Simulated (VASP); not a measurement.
# Pd (Fm-3m) in VASP: a series of runs

Runs on Pd. Level: r2SCAN. Tasks: single point.

Everything below comes from runs of VASP 6.6.1. Logs are shortened: lines on timing, memory, paths and dates and some standing lists are left out, and cuts for length are marked.

### 1 The cell of the first run

It takes space group Fm-3m (No. 225, cubic). Conventional cell: a = 3.912 Å, b = 3.912 Å, c = 3.912 Å, α = 90.00°, β = 90.00°, γ = 90.00°. Within 3.6 Å of Pd (site symmetry m-3m) lie 12 Pd at 2.77 Å.

### 2 Single point, r2SCAN

The input, POSCAR:

```
Pd
1.0
    0.0000000000      1.9558504376      1.9558504376
    1.9558504376      0.0000000000      1.9558504376
    1.9558504376      1.9558504376      0.0000000000
Pd
1
Direct
    0.0000000000      0.0000000000      0.0000000000
```

The input, INCAR.step1:

```
ALGO = Normal
EDIFF = 1E-4
ENCUT = 520
GGA = PE
ISMEAR = -1
LASPH = True
LCHARG = False
LREAL = False
LWAVE = True
NBANDS = 11
NELM = 100
PREC = Accurate
SIGMA = 1.0
```

The input, INCAR.step2:

```
ALGO = Normal
EDIFF = 1E-6
ENCUT = 520
ISIF = 2
ISMEAR = -1
ISTART = 1
LASPH = True
LCHARG = True
LELF = True
LMIXTAU = True
LREAL = False
LVHAR = True
LWAVE = False
METAGGA = R2SCAN
NBANDS = 11
NELM = 100
PREC = Accurate
SIGMA = 1.0
```

The input, KPOINTS:

```
k-points
0
Gamma
  14 14 14
```

Potentials or basis: VASP PAW PBE potentials, release 64 (Pd).

On the command line:

```bash
$ cat potpaw_PBE.64/Pd/POTCAR > POTCAR
$ cp INCAR.step1 INCAR
$ mpirun -np 1 vasp_std > vasp.out
$ cp INCAR.step2 INCAR
$ mpirun -np 1 vasp_std > vasp.out
```

OUTCAR:

```text
EDIFF = 1E-6
   ENCUT = 520
   ISIF = 2
   ISMEAR = -1
   ISTART = 1
   LASPH = True
   LREAL = False
   METAGGA = R2SCAN
   NELM = 100
   PREC = Accurate

 ion  position               nearest neighbor table
   1  0.000  0.000  0.000-

  LATTYP: Found a face centered cubic cell.
 ALAT       =     3.9117008752

  Lattice vectors:

 A1 = (   0.0000000000,   1.9558504376,   1.9558504376)
 A2 = (   1.9558504376,   0.0000000000,   1.9558504376)
 A3 = (   1.9558504376,   1.9558504376,   0.0000000000)

Analysis of symmetry for initial positions (statically):
=====================================================================
 Subroutine PRICEL returns:
 Original cell was already a primitive cell.

 Routine SETGRP: Setting up the symmetry group for a
 face centered cubic supercell.

 Subroutine GETGRP returns: Found 48 space group operations
 (whereof 48 operations were pure point group operations)
 out of a pool of 48 trial point group operations.

The static configuration has the point symmetry O_h .

Analysis of symmetry for dynamics (positions and initial velocities):
=====================================================================
 Subroutine PRICEL returns:
 Original cell was already a primitive cell.

 Routine SETGRP: Setting up the symmetry group for a
 face centered cubic supercell.

 Subroutine GETGRP returns: Found 48 space group operations
 (whereof 48 operations were pure point group operations)
 out of a pool of 48 trial point group operations.

The dynamic configuration has the point symmetry O_h .

 Subroutine INISYM returns: Found 48 space group operations
 (whereof 48 operations are pure point group operations),
 and found     1 'primitive' translations

----------------------------------------------------------------------------------------

                                     Primitive cell

  volume of cell :      14.9636

  direct lattice vectors                    reciprocal lattice vectors
     0.000000000  1.955850438  1.955850438    -0.255643269  0.255643269  0.255643269
     1.955850438  0.000000000  1.955850438     0.255643269 -0.255643269  0.255643269
     1.955850438  1.955850438  0.000000000     0.255643269  0.255643269 -0.255643269

  length of vectors
     2.765990215  2.765990215  2.765990215     0.442787131  0.442787131  0.442787131
[... 81 lines left out ...]
   EDIFFG = 0.1E-04   stopping-criterion for IOM
   NSW    =      0    number of steps for IOM
   IBRION =     -1    ionic relax: 0-MD 1-quasi-New 2-CG
   NFREE  =      0    steps in history (QN), initial steepest desc. (CG)
   ISIF   =      2    stress and relaxation
   ISYM   =      2    0-nonsym 1-usesym 2-fastsym
   POTIM  = 0.5000    time-step for ionic-motion
   TEBEG  =    0.0;   TEEND  =   0.0 temperature during run
   PSTRESS=    0.0 pullay stress
   NELECT =      10.0000    total number of electrons
   NUPDOWN=      -1.0000    fix difference up-down
   EMIN   =  10.00;   EMAX   =-10.00  energy-range for DOS
   EFERMI =   0.00;   METHOD = LEGACY
   ISMEAR =    -1;   SIGMA  =   1.00  broadening in eV -4-tet -1-fermi 0-gaus
   EFERMI_NEDOS =   21; number of points for ismear=-14 and -15
   IALGO  =     38    algorithm
   IMIX   =      4    mixing-type and parameters
     AMIX     =   0.40;   BMIX     =  1.00
     AMIX_MAG =   1.60;   BMIX_MAG =  1.00
  volume/ion in A,a.u.               =      14.96       100.98
  Fermi-wavevector in a.u.,A,eV,Ry     =   1.431295  2.704756 27.872973  2.048606
  Thomas-Fermi vector in A             =   2.551047
   LORBIT       =      0    0 simple, 1 ext, 2 COOP (PROOUT), +10 PAW based schemes
   METAGGA = R2SCAN    functional components
   LHFCALC =     F    Hartree Fock is set to
   AEXX    =    0.0000 exact exchange contribution
   IVDW    =     0    specifies the selected vdW correction
   LEPSILON=     F    determine dielectric tensor
   LRPA    =     F    only Hartree local field effects (RPA)
 non-spin polarized calculation
  energy-cutoff  :      520.00
  volume of cell :       14.96
 maximum number of plane-waves:       415
 NGX is ok and might be reduce to    24
   NGX = 11   NGY = 11   NGZ = 11

 number of electron       9.9999998 magnetization

 Free energy of the ion-electron system (eV)
  ---------------------------------------------------
  ext. energy  EPLUGINS =         0.00000000
  ---------------------------------------------------
  free energy    TOTEN  =       -24.47063057 eV

  energy without entropy =      -21.90987296  energy(sigma->0) =      -23.19025176

 E-fermi :  10.3566     XC(G=0): -14.0874

 val. band max:       10.3225664315   @ k =  -0.2857   0.1429   0.0000
 cond. band min:      10.4293315809   @ k =  -0.2143   0.2143   0.0714
 fundamental gap:      0.1067651493
 Fermi energy:        10.3566394932

 k-point     1 :       0.0000    0.0000    0.0000
  band No.  band energies     occupation
      1       2.2541      1.99939
      2       6.4396      1.96098
      3       6.4396      1.96098
      4       6.4396      1.96098
      5       8.0143      1.82465
      6       8.0143      1.82465
      7      27.3706      0.00000
      8      31.3846      0.00000
      9      32.2935      0.00000
     10      32.2935      0.00000
     11      32.2935      0.00000
[... 309 lines left out ...]
 k-point    24 :       0.2857    0.1429    0.0000
  band No.  band energies     occupation
      1       4.3571      1.99505
      2       5.6918      1.98133
      3       6.7339      1.94797
      4       7.1612      1.92132
      5       8.2390      1.78521
      6       8.5941      1.70706
      7      25.3235      0.00000
      8      28.7570      0.00000
      9      29.9259      0.00000
     10      31.3256      0.00000
     11      31.9649      0.00000

 [... further k-points ...]

------------------------ aborting loop because EDIFF is reached ----------------------------------------

  FORCE on cell =-STRESS in cart. coord.  units (eV):
  Direction    XX          YY          ZZ          XY          YZ          ZX
  --------------------------------------------------------------------------------------
  -------------------------------------------------------------------------------------
  Total        1.2459849      1.2459849      1.2459849      0.0000000      0.0000000      0.0000000
  in kB      133.4093979    133.4093979    133.4093979      0.0000000      0.0000000      0.0000000
  external PRESSURE =     133.4093979 kB  Pullay stress =       0.0000000 kB

 VOLUME and BASIS-vectors are now :
 -----------------------------------------------------------------------------
  energy-cutoff  :      520.00
  volume of cell :       14.96
      direct lattice vectors                 reciprocal lattice vectors
     0.000000000  1.955850438  1.955850438    -0.255643269  0.255643269  0.255643269
     1.955850438  0.000000000  1.955850438     0.255643269 -0.255643269  0.255643269
     1.955850438  1.955850438  0.000000000     0.255643269  0.255643269 -0.255643269

 POSITION                                       TOTAL-FORCE (eV/Angst)
 -----------------------------------------------------------------------------------
      0.00000      0.00000      0.00000        -0.000000      0.000000      0.000000
 -----------------------------------------------------------------------------------
    total drift:                                0.000000      0.000000     -0.000000

  FREE ENERGIE OF THE ION-ELECTRON SYSTEM (eV)
  ---------------------------------------------------
  free  energy   TOTEN  =       -24.4706305651 eV

  energy  without entropy=      -21.9098729646  energy(sigma->0) =      -23.19025176
```

Wall time 25 s (1 thread of Intel Xeon 6975P-C (Granite Rapids), shared host); peak memory 0.15 GiB.

What came out:

- Free energy: -24.4706 eV
- Pressure: 13.3 GPa
- Band gap on the k mesh: zero (bands 5 and 6 overlap by 1.62 eV)

Levels at points of the mesh, in eV from the Fermi level:
```csv
k point,band 2,band 3,band 4,band 5,band 6,band 7,band 8,band 9
"(0.00, 0.00, 0.00)",-3.92,-3.92,-3.92,-2.34,-2.34,17.01,21.03,21.94
"(0.50, 0.00, 0.00)",-3.98,-3.98,-1.12,-1.12,0.28,6.56,16.39,21.01
"(0.50, 0.50, 0.00)",-6.20,-1.17,-0.79,-0.79,2.65,10.11,12.86,12.86
```

Caveat: the cell stands under pressure; so wide a smearing shifts energies and pressures; the PAW data sets were made with another functional, which shifts forces and pressure a little.

### 3 Single point, r2SCAN

POSCAR is that of step 2.

The input, INCAR.step1:

```
ALGO = Normal
EDIFF = 1E-4
ENCUT = 520
GGA = PE
ISMEAR = 0
LASPH = T
LCHARG = F
LREAL = F
LWAVE = T
NBANDS = 11
NELM = 60
PREC = Accurate
SIGMA = 0.01
```

The input, INCAR.step2:

```
ALGO = Normal
EDIFF = 1E-6
ENCUT = 520
ISIF = 2
ISMEAR = 0
ISTART = 1
LASPH = T
LCHARG = F
LMIXTAU = T
LREAL = F
LWAVE = F
METAGGA = R2SCAN
NBANDS = 11
NELM = 60
PREC = Accurate
SIGMA = 0.01
```

KPOINTS is that of step 2.

Potentials or basis: VASP PAW PBE potentials, release 64 (Pd).

On the command line:

```bash
$ cat potpaw_PBE.64/Pd/POTCAR > POTCAR
$ cp INCAR.step1 INCAR
$ mpirun -np 1 vasp_std > vasp.out
$ cp INCAR.step2 INCAR
$ mpirun -np 1 vasp_std > vasp.out
```

Wall time 24 s (1 thread of Intel Xeon 6975P-C (Granite Rapids), shared host); peak memory 0.15 GiB.

It converged, with:

```yaml
Free_energy: -22.9354 eV
Pressure: 0.4 GPa
Band_gap_on_the_k_mesh: zero (bands 5 and 6 overlap by 1.65 eV)
```

Levels at points of the mesh, in eV from the Fermi level:
```
           k point  band 3  band 4  band 5  band 6  band 7  band 8
(0.00, 0.00, 0.00)   -2.85   -2.85   -1.28   -1.28   18.00   22.54
(0.50, 0.00, 0.00)   -2.92   -0.04   -0.04    1.31    7.59   17.39
(0.50, 0.50, 0.00)   -0.10    0.30    0.30    3.65   11.15   13.83
```

Caveat: the PAW data sets were made with another functional, which shifts forces and pressure a little.

The gap in the log of VASP goes by the Fermi energy; the results here count the filled bands.